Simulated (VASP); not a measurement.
# AlC18 in VASP: further runs

The runs below take AlC18 through single point, with PBE.

All numbers are computed with VASP 6.6.1; they aren't measurements. Logs are shortened: lines on timing, memory, paths and dates and some standing lists are left out, and cuts for length are marked.

## Step 1: The cell of the first run

The cell holds a slab with vacuum, 19 atoms: a = 7.398 Å, b = 7.398 Å, c = 11.000 Å, α = 90.00°, β = 90.00°, γ = 120.00°.

## Step 2: Single point, PBE, collinear spin, zero start

Contents of INCAR:

```
SYSTEM = AlC18
PREC     = Accurate       ! precision mode
ENCUT    = 520            ! plane-wave cutoff, eV
EDIFF    = 1E-6           ! SCF threshold, eV
ISMEAR   = 0              ! smearing method
SIGMA    = 0.05           ! smearing width, eV
LREAL    = Auto         
LASPH    = .TRUE.         ! aspherical terms in the spheres
NELM     = 150            ! most SCF steps
ALGO     = Normal         ! electronic algorithm
ISIF     = 2              ! what is computed and relaxed
LWAVE    = .FALSE.        ! write WAVECAR
LCHARG   = .FALSE.        ! write CHGCAR
ISPIN    = 2              ! spin polarisation
MAGMOM   = 0 0 0 0 0 0 0 0 0 0 0 0 0 0 0 0 0 0 0 ! initial moments
LORBIT   = 11             ! projections on sites
GGA      = PE             ! functional
NBANDS   = 56             ! bands
```

Contents of KPOINTS:

```
regular mesh
0
G
  2 2 1
  0 0 0
```

Contents of POSCAR:

```
AlC18
1.0
    7.3980000000      0.0000000000      0.0000000000
   -3.6990000000      6.4068560000      0.0000000000
    0.0000000000      0.0000000000     11.0000000000
C Al
18 1
Direct
   -0.0000141046      0.0011242644      0.0871035455
    0.2215702407      0.1108439147      0.0880763636
   -0.0003919317      0.3326408460      0.0888842727
    0.2214024008      0.4440413520      0.0882170909
    0.0003684587      0.6665022595      0.0885251818
    0.2224238204      0.7779090087      0.0884905455
    0.3326123837     -0.0003543079      0.0882315455
    0.5544058756      0.1100388396      0.0888864545
    0.3315815803      0.3324875727      0.0884695455
    0.5536479406      0.4431434076      0.0884890909
    0.3324426900      0.6662806219      0.0880630909
    0.5540270980      0.7781512492      0.0870753636
    0.6658955216     -0.0002278809      0.0877203636
    0.8881218438      0.1108827793      0.0877226364
    0.6655384273      0.3318635537      0.0895106364
    0.8884907009      0.4433436619      0.0895153636
    0.6650077414      0.6668219170      0.0862533636
    0.8890220684      0.7788197518      0.0862990000
    0.7761825547      0.6103291536      0.2799213636
```

Potentials or basis: VASP PAW PBE potentials, release 64 (C, Al).

Started as:

```
> cat potpaw_PBE.64/C/POTCAR potpaw_PBE.64/Al/POTCAR > POTCAR
> mpirun -np 1 vasp_std > vasp.out
```

OUTCAR:

```text
SYSTEM = AlC18
   PREC = Accurate
   ENCUT = 520
   EDIFF = 1E-6
   ISMEAR = 0
   LREAL = Auto
   LASPH = .TRUE.
   NELM = 150
   ISIF = 2
   ISPIN = 2
   LORBIT = 11
   GGA = PE

 ion  position               nearest neighbor table
   1  1.000  0.001  0.087-   2 1.42  14 1.42  18 1.42
   2  0.222  0.111  0.088-   1 1.42   9 1.42   7 1.42
   3  1.000  0.333  0.089-  14 1.42   4 1.42  16 1.42
   4  0.221  0.444  0.088-   9 1.42   3 1.42  11 1.42
   5  0.000  0.667  0.089-   6 1.42  16 1.43  18 1.43  19 2.58
   6  0.222  0.778  0.088-  11 1.42   7 1.42   5 1.42
   7  0.333  1.000  0.088-   6 1.42   8 1.42   2 1.42
   8  0.554  0.110  0.089-  13 1.42   7 1.42  15 1.42
   9  0.332  0.332  0.088-   2 1.42   4 1.42  10 1.42
  10  0.554  0.443  0.088-   9 1.42  15 1.43  17 1.43  19 2.58
  11  0.332  0.666  0.088-  12 1.42   6 1.42   4 1.42
  12  0.554  0.778  0.087-  11 1.42  13 1.42  17 1.42
  13  0.666  1.000  0.088-  12 1.42   8 1.42  14 1.42
  14  0.888  0.111  0.088-   1 1.42   3 1.42  13 1.42
  15  0.666  0.332  0.090-   8 1.42  16 1.43  10 1.43
  16  0.888  0.443  0.090-   3 1.42  15 1.43   5 1.43
  17  0.665  0.667  0.086-  12 1.42  10 1.43  18 1.44  19 2.39
  18  0.889  0.779  0.086-   1 1.42   5 1.43  17 1.44  19 2.40
  19  0.776  0.610  0.280-  17 2.39  18 2.40  10 2.58   5 2.58

  LATTYP: Found a hexagonal cell.
 ALAT       =     7.3980000000
 C/A-ratio  =     1.4868883482

  Lattice vectors:

 A1 = (   7.3980000000,   0.0000000000,   0.0000000000)
 A2 = (  -3.6990000000,   6.4068560000,   0.0000000000)
 A3 = (   0.0000000000,   0.0000000000,  11.0000000000)

Analysis of symmetry for initial positions (statically):
=====================================================================
 Subroutine PRICEL returns:
 Original cell was already a primitive cell.

 Routine SETGRP: Setting up the symmetry group for a
 hexagonal supercell.

 Subroutine GETGRP returns: Found  1 space group operations
 (whereof  1 operations were pure point group operations)
 out of a pool of 24 trial point group operations.

The static configuration has the point symmetry C_1 .

Analysis of symmetry for dynamics (positions and initial velocities):
=====================================================================
 Subroutine PRICEL returns:
 Original cell was already a primitive cell.

 Routine SETGRP: Setting up the symmetry group for a
 hexagonal supercell.

 Subroutine GETGRP returns: Found  1 space group operations
 (whereof  1 operations were pure point group operations)
 out of a pool of 24 trial point group operations.

The dynamic configuration has the point symmetry C_1 .

Analysis of structural, dynamic, and magnetic symmetry:
=====================================================================
 Subroutine PRICEL returns:
 Original cell was already a primitive cell.

 Routine SETGRP: Setting up the symmetry group for a
 hexagonal supercell.

 Subroutine GETGRP returns: Found  1 space group operations
 (whereof  1 operations were pure point group operations)
 out of a pool of 24 trial point group operations.

The overall configuration has the point symmetry C_1 .

 Subroutine INISYM returns: Found  1 space group operations
 (whereof  1 operations are pure point group operations),
 and found     1 'primitive' translations

----------------------------------------------------------------------------------------

                                     Primitive cell

  volume of cell :     521.3771

  direct lattice vectors                    reciprocal lattice vectors
     7.398000000  0.000000000  0.000000000     0.135171668  0.078041398  0.000000000
    -3.699000000  6.406856000  0.000000000     0.000000000  0.156082796  0.000000000
     0.000000000  0.000000000 11.000000000     0.000000000  0.000000000  0.090909091

  length of vectors
     7.398000000  7.398000054 11.000000000     0.156082797  0.156082796  0.090909091

  position of ions in fractional coordinates (direct lattice)
     0.999985895  0.001124264  0.087103545
     0.221570241  0.110843915  0.088076364
[... 42 lines left out ...]
  ---------------------------------------------------
  free energy    TOTEN  =      -167.54119694 eV

  energy without entropy =     -167.54119694  energy(sigma->0) =     -167.54119694

 E-fermi :  -0.7590     XC(G=0):  -4.4872

 val. band max:       -1.0183468283   @ k =   0.0000   0.0000   0.0000
 cond. band min:       0.3377102549   @ k =   0.5000   0.5000   0.0000
 fundamental gap:      1.3560570832
 Fermi energy:        -0.7590310299

 spin component 1

 k-point     1 :       0.0000    0.0000    0.0000
  band No.  band energies     occupation
      1     -20.5302      1.00000
      2     -18.1668      1.00000
      3     -17.9827      1.00000
      4     -17.9695      1.00000
      5     -17.7904      1.00000
      6     -17.7808      1.00000
[... 197 lines left out ...]
     48       4.0990      0.00000
     49       4.3617      0.00000
 Fermi energy:        -0.7590310299

 spin component 2

 k-point     1 :       0.0000    0.0000    0.0000
  band No.  band energies     occupation
      1     -20.5302      1.00000
      2     -18.1668      1.00000
      3     -17.9827      1.00000
      4     -17.9695      1.00000
      5     -17.7904      1.00000
      6     -17.7808      1.00000
[... 197 lines left out ...]
     48       4.0989      0.00000
     49       4.3617      0.00000
 [bands above 49 left out]

------------------------ aborting loop because EDIFF is reached ----------------------------------------

  FORCE on cell =-STRESS in cart. coord.  units (eV):
  Direction    XX          YY          ZZ          XY          YZ          ZX
  --------------------------------------------------------------------------------------
  -------------------------------------------------------------------------------------
  Total        4.9077126      4.9609707     -0.1493104     -0.0465010     -0.3557302      0.2058436
  in kB       15.0812635     15.2449243     -0.4588266     -0.1428961     -1.0931488      0.6325517
  external PRESSURE =       9.9557870 kB  Pullay stress =       0.0000000 kB

 VOLUME and BASIS-vectors are now :
 -----------------------------------------------------------------------------
  energy-cutoff  :      520.00
  volume of cell :      521.38
      direct lattice vectors                 reciprocal lattice vectors
     7.398000000  0.000000000  0.000000000     0.135171668  0.078041398  0.000000000
    -3.699000000  6.406856000  0.000000000     0.000000000  0.156082796  0.000000000
     0.000000000  0.000000000 11.000000000     0.000000000  0.000000000  0.090909091

 POSITION                                       TOTAL-FORCE (eV/Angst)
 -----------------------------------------------------------------------------------
      7.39374      0.00720      0.95814        -0.006797      0.012695      0.005256
      1.22917      0.71016      0.96884        -0.006885      0.009537     -0.004963
      6.16466      2.13118      0.97773         0.001514      0.010368      0.000740
     -0.00457      2.84491      0.97039        -0.001387      0.017392      0.006237
     -2.46267      4.27018      0.97378        -0.004313      0.011480      0.001960
     -1.23199      4.98395      0.97340         0.002444      0.004813     -0.000183
[... 11 lines left out ...]
      3.69613      4.98979      0.94929        -0.003907      0.011882      0.005583
      3.48459      3.91029      3.07913         0.098812     -0.164789     -0.024168
 -----------------------------------------------------------------------------------
    total drift:                                0.000325     -0.005286      0.012345

  FREE ENERGIE OF THE ION-ELECTRON SYSTEM (eV)
  ---------------------------------------------------
  free  energy   TOTEN  =      -167.5411969405 eV

  energy  without entropy=     -167.5411969405  energy(sigma->0) =     -167.54119694

 total charge

# of ion       s       p       d       tot
------------------------------------------
    1        0.861   1.799   0.000   2.660
    2        0.861   1.796   0.000   2.658
    3        0.861   1.800   0.000   2.661
    4        0.862   1.792   0.000   2.654
    5        0.860   1.787   0.000   2.647
    6        0.861   1.800   0.000   2.661
[... 11 lines left out ...]
   18        0.860   1.791   0.000   2.651
   19        0.622   0.130   0.000   0.752
--------------------------------------------------
tot         16.119  32.425   0.000  48.544

 magnetization (x)

# of ion       s       p       d       tot
------------------------------------------
    1       -0.000  -0.000   0.000  -0.000
    2       -0.000  -0.000   0.000  -0.000
    3       -0.000  -0.000   0.000  -0.000
    4       -0.000  -0.000   0.000  -0.000
    5       -0.000  -0.000   0.000  -0.000
    6       -0.000  -0.000   0.000  -0.000
[... 11 lines left out ...]
   18        0.000   0.000   0.000   0.000
   19        0.000   0.000   0.000   0.000
--------------------------------------------------
tot         -0.000  -0.000   0.000  -0.000
```

Run time: 4.8 min. Hardware: 1 thread of AMD EPYC 9R45 (Zen 5), shared host; peak memory 0.75 GiB.

What came out:

- Free energy: -167.5412 eV
- Largest force: 0.194 eV/Å
- Net moment: 0.00 μB per cell
- Valence electrons inside the program's atomic spheres: C 2.66, 2.65 (each value once); Al 0.75

Forces in eV/Å, atoms in the order of the input:
```
C   -0.007  0.013  0.005
C   -0.007  0.010 -0.005
C    0.002  0.010  0.001
C   -0.001  0.017  0.006
C   -0.004  0.011  0.002
C    0.002  0.005  0.000
C   -0.009  0.007  0.002
C   -0.008  0.002  0.003
C   -0.007  0.007  0.000
C   -0.012  0.016  0.003
C   -0.007  0.009 -0.002
C   -0.010  0.003 -0.001
C   -0.008  0.007 -0.002
C   -0.007  0.009 -0.002
C   -0.008  0.003  0.001
C    0.006  0.012  0.000
C   -0.009  0.013  0.008
C   -0.004  0.012  0.006
Al   0.099 -0.165 -0.024
```

Levels at points of the mesh, in eV from the Fermi level:
Spin up:
| k point | band 35 | band 36 | band 37 | band 38 | band 39 | band 40 |
| --- | --- | --- | --- | --- | --- | --- |
| (0.00, 0.00, 0.00) | -2.51 | -0.50 | -0.49 | -0.27 | -0.26 | 2.05 |
| (0.50, 0.00, 0.00) | -2.89 | -2.55 | -2.35 | 1.20 | 1.55 | 1.62 |
| (0.00, 0.50, 0.00) | -2.87 | -2.55 | -2.35 | 1.10 | 1.59 | 1.81 |
| (0.50, 0.50, 0.00) | -2.86 | -2.55 | -2.35 | 1.10 | 1.60 | 1.81 |
Spin down:
```csv
k point,band 33,band 34,band 35,band 36,band 37,band 38,band 39,band 40,band 41,band 42
"(0.00, 0.00, 0.00)",-3.19,-3.19,-2.51,-0.50,-0.49,-0.27,-0.26,2.05,2.19,2.99
"(0.50, 0.00, 0.00)",-3.32,-3.01,-2.89,-2.55,-2.35,1.20,1.55,1.62,2.06,2.17
"(0.00, 0.50, 0.00)",-3.20,-3.07,-2.87,-2.55,-2.35,1.10,1.59,1.81,1.92,2.20
"(0.50, 0.50, 0.00)",-3.20,-3.07,-2.86,-2.55,-2.35,1.10,1.60,1.81,1.92,2.20
```

Caveat: the k points lie up to 0.49 Å⁻¹ apart; there is no dipole correction, which matters where the two faces differ; no moment was typed at the start, so none could form.

[end of part 1 of 2]
